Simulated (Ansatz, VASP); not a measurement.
# Two plane-wave programs on Ag

```
Ag
1.0
     2.91691    0.00000    0.00000
    -1.45846    2.52612    0.00000
     0.00000    0.00000    4.84644
Ag
2
Direct
  0.33333 0.66667 0.25000
  0.66667 0.33333 0.75000
```

Change from the starting cell: volume scaled by 1, PAW files.

Alike in both runs: task single point; functional PBE; k mesh 15 × 15 × 8; occupations fermi-dirac, width 0.05 eV; no spin polarisation.

```csv
,VASP,Ansatz
version,VASP 6.6.1,Ansatz 0.2.0
potentials or method,"VASP PAW PBE potentials, release 64 (Ag)","PAW with Ansatz's default frozen-core files, scalar-relativistic"
plane-wave cutoff (eV),520,420
valence electrons in the cell,22,38
```

Ansatz gave:

| Quantity | Value |
| --- | --- |
| pressure (GPa) | 0.0 |

**Question.** Which values does VASP return?

**Answer.** Pressure (GPa): -0.1.

VASP's potentials hold 22 valence electrons a cell and Ansatz's 38, so a difference there can come from the potentials and not from the codes.
